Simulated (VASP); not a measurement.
A run of VASP 6.6.1 is set up as follows.

File INCAR:

```
PREC     = Accurate       # precision mode
ENCUT    = 520            # plane-wave cutoff, eV
EDIFF    = 1E-6           # SCF threshold, eV
ISMEAR   = 0              # smearing method
SIGMA    = 0.05           # smearing width, eV
LREAL    = F              # projectors in reciprocal space
LASPH    = T              # aspherical terms in the spheres
NELM     = 80             # most SCF steps
ALGO     = Normal         # electronic algorithm
ISIF     = 2              # what is computed and relaxed
LWAVE    = F              # write WAVECAR
LCHARG   = T              # write CHGCAR
LELF     = T              # ELF
LVHAR    = T            
NBANDS   = 15             # bands
```

The input KPOINTS:

```
regular mesh
0
Gamma
  8 8 8
```

The input POSCAR:

```
KF
1.0
    0.0856728651      2.6923523313      2.6923523313
    2.6923523313      0.0856728651      2.6923523313
    2.6923523313      2.6923523313      0.0856728651
K F
1 1
Direct
    0.0000000000      0.0000000000      0.0000000000
    0.5000000000      0.5000000000      0.5000000000
```

Potentials or basis: VASP PAW LDA potentials, release 64 (K_sv, F).

Launch:

```bash
$ cat potpaw_LDA.64/K_sv/POTCAR potpaw_LDA.64/F/POTCAR > POTCAR
$ mpirun -np 1 vasp_std > vasp.out
```

Question: Estimate the band gap on the k mesh.

Answer: 5.90 eV, direct.

Question: Predict the pressure.

Answer: -2.7 GPa.

Stress tensor (GPa, compression positive):
```
-2.71 -0.52 -0.52
-0.52 -2.71 -0.52
-0.52 -0.52 -2.71
```

A k mesh can miss the band edges. Expect the measured gap to be larger: semilocal functionals such as LDA lack the derivative discontinuity.
